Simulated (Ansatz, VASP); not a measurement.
## Two plane-wave programs on Sr

Contents of POSCAR:

```
Sr
1.0
    4.6548002383      0.0000000000      0.0000000000
   -2.3274001192      4.0311752559      0.0000000000
    0.0000000000      0.0000000000      7.0500000000
Sr
2
Direct
    0.3333333333      0.6666666667      0.2500000000
    0.6666666667      0.3333333333      0.7500000000
```

The input INCAR.step1:

```
SYSTEM = Sr
PREC     = Accurate       ! precision mode
ENCUT    = 520            ! plane-wave cutoff, eV
ISMEAR   = 0              ! smearing method
SIGMA    = 0.15           ! smearing width, eV
LREAL    = .False.        ! projectors in reciprocal space
LASPH    = .True.         ! aspherical terms in the spheres
NELM     = 60             ! most SCF steps
NBANDS   = 17             ! bands
GGA      = PE             ! functional
ALGO     = Normal         ! electronic algorithm
EDIFF    = 1E-4           ! SCF threshold, eV
LWAVE    = .True.         ! write WAVECAR
LCHARG   = .False.        ! write CHGCAR
```

INCAR.step2

```
SYSTEM = Sr
PREC     = Accurate       ! precision mode
ENCUT    = 520            ! plane-wave cutoff, eV
EDIFF    = 1E-7           ! SCF threshold, eV
ISMEAR   = 0              ! smearing method
SIGMA    = 0.15           ! smearing width, eV
LREAL    = .False.        ! projectors in reciprocal space
LASPH    = .True.         ! aspherical terms in the spheres
NELM     = 60             ! most SCF steps
ALGO     = Normal         ! electronic algorithm
ISIF     = 2              ! what is computed and relaxed
LWAVE    = .False.        ! write WAVECAR
LCHARG   = .False.        ! write CHGCAR
METAGGA  = R2SCAN         ! meta-GGA
LMIXTAU  = .True.       
NBANDS   = 17             ! bands
ISTART   = 1
```

File KPOINTS:

```
Automatic mesh
0
Gamma
  12 12 8
  0 0 0
```

Input for Ansatz:

```yaml
crystal:
  lattice:
    - [4.6548002383, 0.0, 0.0]
    - [-2.3274001192, 4.0311752559, 0.0]
    - [0.0, 0.0, 7.05]
  atoms:
    - { symbol: Sr, position: [0.3333333333, 0.6666666667, 0.25] }
    - { symbol: Sr, position: [0.6666666667, 0.3333333333, 0.75] }
basis:
  ecutwfc: 500
kpoints:
  mp_grid: { grid: [12, 12, 8] }
hamiltonian:
  xc: r2scan
scf:
  occupations: { method: gaussian, width: 0.15 }
output:
  forces: true
  stress: true
  eigenvalues: true
```

Change from the starting cell: strain +0.080 along x and y, +0.000 along z, atoms carried along.

Alike in both runs: task single point; functional r2SCAN; k mesh 12 × 12 × 8; occupations gaussian, width 0.15 eV; no spin polarisation.

|  | VASP | Ansatz |
| --- | --- | --- |
| version | VASP 6.6.1 | Ansatz 0.2.0 |
| potentials or method | VASP PAW PBE potentials, release 64 (Sr_sv), cutoff 520 eV | scalar-relativistic, plane waves, PAW |
| valence electrons in the cell | 20 | 20 |

|  | VASP | Ansatz | Ansatz less VASP |
| --- | --- | --- | --- |
| gap on the k mesh at the Fermi level (eV) | none | none | - |
| pressure (GPa) | -1.3 | -1.3 | -0.01 |
| traceless stress, the component that is largest in VASP (GPa) | 0.76 | 0.76 | -0.003 |

VASP's potentials were made for PBE, not for r2SCAN. A gap of «none» marks a metal or a gap that the smearing closes.
